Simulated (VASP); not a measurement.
# S (R-3) in VASP: single point with LDA

Aim: the single point of S with LDA.

Program: VASP 6.6.1. These are calculated values, not measurements. Logs are shortened: lines on timing, memory, paths and dates and some standing lists are left out, and cuts for length are marked.

### Step 1. The cell of the first run

It takes space group R-3 (No. 148, trigonal). The conventional cell has a = 10.215 Å, b = 10.215 Å, c = 4.038 Å, α = 90.00°, β = 90.00°, γ = 120.00°. Within 2.7 Å of S (site symmetry 1) lie 2 S at 2.07 Å.

### Step 2. Single point, LDA

Contents of INCAR:

```
ALGO = Normal
EDIFF = 1E-7
ENCUT = 520
GGA = CA
ISIF = 2
ISMEAR = -1
LASPH = T
LCHARG = T
LELF = T
LREAL = F
LVHAR = T
LWAVE = F
NBANDS = 27
NELM = 60
PREC = Accurate
SIGMA = 0.05
```

Contents of KPOINTS:

```
k-points
0
Gamma
  9 9 9
```

Contents of POSCAR:

```
S
1.0
    5.1073908578      2.9487534866      1.3458503480
   -5.1073908578      2.9487534866      1.3458503480
    0.0000000000     -5.8975069732      1.3458503479
S
6
Direct
    0.5886618540      0.3444238641      0.2313143009
    0.2313143009      0.5886618540      0.3444238641
    0.3444238641      0.2313143009      0.5886618540
    0.4113381460      0.6555761359      0.7686856991
    0.7686856991      0.4113381460      0.6555761359
    0.6555761359      0.7686856991      0.4113381460
```

Potentials or basis: VASP PAW LDA potentials, release 64 (S).

Launch:

```bash
cat potpaw_LDA.64/S/POTCAR > POTCAR
mpirun -np 1 vasp_std > vasp.out
```

OUTCAR:

```text
EDIFF = 1E-7
   ENCUT = 520
   GGA = CA
   ISIF = 2
   ISMEAR = -1
   LASPH = T
   LREAL = F
   NELM = 60
   PREC = Accurate

 ion  position               nearest neighbor table
   1  0.589  0.344  0.231-   5 2.07   6 2.07
   2  0.231  0.589  0.344-   4 2.07   6 2.07
   3  0.344  0.231  0.589-   4 2.07   5 2.07
   4  0.411  0.656  0.769-   2 2.07   3 2.07
   5  0.769  0.411  0.656-   1 2.07   3 2.07
   6  0.656  0.769  0.411-   1 2.07   2 2.07

  LATTYP: Found a trigonal (rhomboedric) cell.
 ALAT       =     6.0491240406
 COS(alpha) =    -0.4257494250

  Lattice vectors:

 A1 = (   5.1073908578,   2.9487534866,   1.3458503480)
 A2 = (  -5.1073908578,   2.9487534866,   1.3458503480)
 A3 = (   0.0000000000,  -5.8975069732,   1.3458503479)

Analysis of symmetry for initial positions (statically):
=====================================================================
 Subroutine PRICEL returns:
 Original cell was already a primitive cell.

 Routine SETGRP: Setting up the symmetry group for a
 trigonal (rhombohedral) supercell.

 Subroutine GETGRP returns: Found  6 space group operations
 (whereof  6 operations were pure point group operations)
 out of a pool of 12 trial point group operations.

The static configuration has the point symmetry S_6 .

Analysis of symmetry for dynamics (positions and initial velocities):
=====================================================================
 Subroutine PRICEL returns:
 Original cell was already a primitive cell.

 Routine SETGRP: Setting up the symmetry group for a
 trigonal (rhombohedral) supercell.

 Subroutine GETGRP returns: Found  6 space group operations
 (whereof  6 operations were pure point group operations)
 out of a pool of 12 trial point group operations.

The dynamic configuration has the point symmetry S_6 .

 Subroutine INISYM returns: Found  6 space group operations
 (whereof  6 operations are pure point group operations),
 and found     1 'primitive' translations

----------------------------------------------------------------------------------------

                                     Primitive cell

  volume of cell :     121.6146

  direct lattice vectors                    reciprocal lattice vectors
     5.107390858  2.948753487  1.345850348     0.097897344  0.056521058  0.247674887
    -5.107390858  2.948753487  1.345850348    -0.097897344  0.056521058  0.247674887
     0.000000000 -5.897506973  1.345850348     0.000000000 -0.113042116  0.247674887

  length of vectors
     6.049124041  6.049124041  6.049124041     0.272252401  0.272252401  0.272252401

  position of ions in fractional coordinates (direct lattice)
     0.588661854  0.344423864  0.231314301
     0.231314301  0.588661854  0.344423864
     0.344423864  0.231314301  0.588661854
     0.411338146  0.655576136  0.768685699
     0.768685699  0.411338146  0.655576136
     0.655576136  0.768685699  0.411338146

  ion indices of the primitive-cell ions
   primitive index   ion index
                 1           1
                 2           2
                 3           3
                 4           4
                 5           5
                 6           6

----------------------------------------------------------------------------------------

 KPOINTS: k-points

Automatic generation of k-mesh.
 Grid dimensions read from file:
 generate k-points for:    9    9    9

 Generating k-lattice:

  Cartesian coordinates                     Fractional coordinates (reciprocal lattice)
     0.010877483  0.006280118  0.027519432     0.111111111  0.000000000  0.000000000
    -0.010877483  0.006280118  0.027519432     0.000000000  0.111111111  0.000000000
     0.000000000 -0.012560235  0.027519432     0.000000000  0.000000000  0.111111111

  Length of vectors
     0.030250267  0.030250267  0.030250267

  Shift w.r.t. Gamma in fractional coordinates (k-lattice)
     0.000000000  0.000000000  0.000000000

 Subroutine IBZKPT returns following result:
 ===========================================

 Found    125 irreducible k-points:

 Following reciprocal coordinates:
            Coordinates               Weight
  0.000000  0.000000  0.000000      1.000000
  0.111111 -0.000000 -0.000000      6.000000
  0.222222  0.000000 -0.000000      6.000000
  0.333333  0.000000 -0.000000      6.000000
  0.444444  0.000000 -0.000000      6.000000
  0.111111  0.111111 -0.000000      6.000000
[... 16 lines left out ...]
  0.444444  0.222222 -0.000000      6.000000
 -0.444444  0.000000 -0.222222      6.000000
 [... further k-points ...]
   k-points           NKPTS =    125   k-points in BZ     NKDIM =    125   number of bands    NBANDS=     27
   number of dos      NEDOS =    301   number of ions     NIONS =      6
   total plane-waves  NPLWV = 110592
   dimension x,y,z NGX =    48 NGY =   48 NGZ =   48
   dimension x,y,z NGXF=    96 NGYF=   96 NGZF=   96
   ions per type =               6
   NGX,Y,Z   is equivalent  to a cutoff of  13.19, 13.19, 13.19 a.u.
   NGXF,Y,Z  is equivalent  to a cutoff of  26.38, 26.38, 26.38 a.u.
 SYSTEM =  unknown system
   PREC   = accura    normal or accurate (medium, high low for compatibility)
   ISTART =      0    job   : 0-new  1-cont  2-samecut
   ICHARG =      2    charge: 1-file 2-atom 10-const
   ISPIN  =      1    spin polarized calculation?
   LNONCOLLINEAR =      F non collinear calculations
   LSORBIT =      F    spin-orbit coupling
   LASPH  =      T    aspherical Exc in radial PAW
   ENCUT  =  520.0 eV  38.22 Ry    6.18 a.u.  11.25 11.25 11.25*2*pi/ulx,y,z
   NELM   =     60;   NELMIN=  2; NELMDL= -5     # of ELM steps
   EDIFF  = 0.1E-06   stopping-criterion for ELM
   LREAL  =      F    real-space projection
   EDIFFG = 0.1E-05   stopping-criterion for IOM
   NSW    =      0    number of steps for IOM
   IBRION =     -1    ionic relax: 0-MD 1-quasi-New 2-CG
   NFREE  =      0    steps in history (QN), initial steepest desc. (CG)
   ISIF   =      2    stress and relaxation
   ISYM   =      2    0-nonsym 1-usesym 2-fastsym
   POTIM  = 0.5000    time-step for ionic-motion
   TEBEG  =    0.0;   TEEND  =   0.0 temperature during run
   PSTRESS=    0.0 pullay stress
   NELECT =      36.0000    total number of electrons
   NUPDOWN=      -1.0000    fix difference up-down
   EMIN   =  10.00;   EMAX   =-10.00  energy-range for DOS
   EFERMI =   0.00;   METHOD = LEGACY
   ISMEAR =    -1;   SIGMA  =   0.05  broadening in eV -4-tet -1-fermi 0-gaus
   EFERMI_NEDOS =   21; number of points for ismear=-14 and -15
   IALGO  =     38    algorithm
   IMIX   =      4    mixing-type and parameters
     AMIX     =   0.40;   BMIX     =  1.00
     AMIX_MAG =   1.60;   BMIX_MAG =  1.00
  volume/ion in A,a.u.               =      20.27       136.78
  Fermi-wavevector in a.u.,A,eV,Ry     =   1.091056  2.061797 16.196426  1.190404
  Thomas-Fermi vector in A             =   2.227294
   LORBIT       =      0    0 simple, 1 ext, 2 COOP (PROOUT), +10 PAW based schemes
   GGA     = CA    functional components
   LHFCALC =     F    Hartree Fock is set to
   AEXX    =    0.0000 exact exchange contribution
   IVDW    =     0    specifies the selected vdW correction
   LEPSILON=     F    determine dielectric tensor
   LRPA    =     F    only Hartree local field effects (RPA)
 non-spin polarized calculation
  energy-cutoff  :      520.00
  volume of cell :      121.61
 maximum number of plane-waves:      3294
 NGX is ok and might be reduce to    48
   NGX = 23   NGY = 23   NGZ = 23

 number of electron      36.0000001 magnetization

 Free energy of the ion-electron system (eV)
  ---------------------------------------------------
  ext. energy  EPLUGINS =         0.00000000
  ---------------------------------------------------
  free energy    TOTEN  =       -27.85850477 eV

  energy without entropy =      -27.85850476  energy(sigma->0) =      -27.85850477

 E-fermi :   5.0986     XC(G=0):  -9.8514

 val. band max:        4.2301598491   @ k =  -0.4444   0.4444   0.4444
 cond. band min:       5.9966147813   @ k =   0.2222  -0.1111  -0.2222
 fundamental gap:      1.7664549322
 Fermi energy:         5.0985971182

 k-point     1 :       0.0000    0.0000    0.0000
  band No.  band energies     occupation
      1     -12.8328      2.00000
      2     -10.5151      2.00000
      3     -10.5151      2.00000
      4      -7.6434      2.00000
      5      -7.6434      2.00000
      6      -4.9435      2.00000
[... 19 lines left out ...]
     26      10.8593      0.00000
     27      11.2009      0.00000

 k-point     2 :       0.1111   -0.0000   -0.0000
  band No.  band energies     occupation
      1     -12.7896      2.00000
      2     -10.5460      2.00000
      3     -10.5175      2.00000
      4      -7.6356      2.00000
      5      -7.5822      2.00000
      6      -4.9636      2.00000
[... 19 lines left out ...]
     26      10.9269      0.00000
     27      11.1471      0.00000

 k-point     3 :       0.2222    0.0000   -0.0000
  band No.  band energies     occupation
      1     -12.6733      2.00000
      2     -10.6272      2.00000
      3     -10.5239      2.00000
      4      -7.6145      2.00000
      5      -7.4236      2.00000
      6      -5.0500      2.00000
[... 19 lines left out ...]
     26      10.9480      0.00000
     27      11.2864      0.00000

 k-point     4 :       0.3333    0.0000   -0.0000
  band No.  band energies     occupation
      1     -12.5259      2.00000
      2     -10.7283      2.00000
      3     -10.5312      2.00000
      4      -7.5892      2.00000
      5      -7.2341      2.00000
      6      -5.2059      2.00000
[... 19 lines left out ...]
     26      11.3156      0.00000
     27      11.6363      0.00000
[... 516 lines left out ...]
      4      -7.4931      2.00000
      5      -7.1385      2.00000
      6      -5.3024      2.00000
[... 19 lines left out ...]
     26      11.8728      0.00000
     27      12.2596      0.00000

 k-point    23 :       0.4444    0.2222   -0.0000
  band No.  band energies     occupation
      1     -12.3806      2.00000
      2     -10.9506      2.00000
      3     -10.6263      2.00000
      4      -7.5375      2.00000
      5      -7.1494      2.00000
      6      -5.0761      2.00000
[... 19 lines left out ...]
     26      11.3179      0.00000
     27      12.1317      0.00000

 k-point    24 :      -0.4444    0.0000   -0.2222
  band No.  band energies     occupation
      1     -12.3815      2.00000
      2     -10.9342      2.00000
      3     -10.6435      2.00000
      4      -7.6082      2.00000
      5      -7.0373      2.00000
      6      -5.1346      2.00000
[... 19 lines left out ...]
     26      11.3157      0.00000
     27      11.8160      0.00000

 [... further k-points ...]

------------------------ aborting loop because EDIFF is reached ----------------------------------------

  FORCE on cell =-STRESS in cart. coord.  units (eV):
  Direction    XX          YY          ZZ          XY          YZ          ZX
  --------------------------------------------------------------------------------------
  -------------------------------------------------------------------------------------
  Total       -0.5354048     -0.5354048     -0.2674740      0.0000000     -0.0000000     -0.0000000
  in kB       -7.0535424     -7.0535424     -3.5237621      0.0000002     -0.0000000     -0.0000000
  external PRESSURE =      -5.8769489 kB  Pullay stress =       0.0000000 kB

 VOLUME and BASIS-vectors are now :
 -----------------------------------------------------------------------------
  energy-cutoff  :      520.00
  volume of cell :      121.61
      direct lattice vectors                 reciprocal lattice vectors
     5.107390858  2.948753487  1.345850348     0.097897344  0.056521058  0.247674887
    -5.107390858  2.948753487  1.345850348    -0.097897344  0.056521058  0.247674887
     0.000000000 -5.897506973  1.345850348     0.000000000 -0.113042116  0.247674887

 POSITION                                       TOTAL-FORCE (eV/Angst)
 -----------------------------------------------------------------------------------
      1.24742      1.38726      1.56711        -0.066179     -0.076251      0.085942
     -1.82511      0.38667      1.56711         0.099125     -0.019188      0.085942
      0.57769     -1.77393      1.56711        -0.032946      0.095439      0.085942
     -1.24742     -1.38726      2.47044         0.066179      0.076251     -0.085942
      1.82511     -0.38667      2.47044        -0.099125      0.019188     -0.085942
     -0.57769      1.77393      2.47044         0.032946     -0.095439     -0.085942
 -----------------------------------------------------------------------------------
    total drift:                                0.000000     -0.000000     -0.000000

  FREE ENERGIE OF THE ION-ELECTRON SYSTEM (eV)
  ---------------------------------------------------
  free  energy   TOTEN  =       -27.8585047675 eV

  energy  without entropy=      -27.8585047635  energy(sigma->0) =      -27.85850477
```

Wall time 15 min (1 thread of Intel Xeon Platinum 8375C at 2.90GHz (Ice Lake), shared host); peak memory 0.42 GiB.

What came out:

* Free energy: -27.8585 eV
* Pressure: -0.6 GPa
* Largest force: 0.133 eV/Å
* Band gap on the k mesh: 1.77 eV (least direct gap 1.83 eV)

Forces in eV/Å, atoms in the order of the input:
```
S   -0.066 -0.076  0.086
S    0.099 -0.019  0.086
S   -0.033  0.095  0.086
S    0.066  0.076 -0.086
S   -0.099  0.019 -0.086
S    0.033 -0.095 -0.086
```
